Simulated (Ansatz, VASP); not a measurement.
CsTlS: VASP beside Ansatz

```
Cs Tl S
1.0
     4.98781    0.00000    0.00000
     0.00000    4.98781    0.00000
     0.00000    0.00000    5.49658
Cs Tl S
1 1 1
Direct
  0.50000 0.50000 0.50000
  0.00000 0.00000 0.00000
  0.00000 0.00000 0.50000
```

Alike in both runs: task relaxation of cell and atoms; functional PBE; k mesh 10 × 10 × 8; occupations gaussian, width 0.1 eV; no spin polarisation.

|  | VASP | Ansatz |
| --- | --- | --- |
| version | VASP 6.6.1 | Ansatz 0.2.0 |
| potentials or method | VASP PAW PBE potentials, release 64 (Cs_sv, Tl_d, S), cutoff 600 eV | scalar-relativistic, plane waves, PAW |
| valence electrons in the cell | 28 | 28 |

```csv
,VASP,Ansatz,Ansatz less VASP
"gap on the k mesh at the Fermi level, each at its own relaxed structure (eV)",none,none,-
relaxed volume (Å³/atom),48.28,48.12,-0.160
relaxed cell length with the largest relative difference (Å),5.057,5.049,-0.0087
```

A gap of «none» marks a metal or a gap that the smearing closes.

Neither program's run includes spin-orbit coupling.
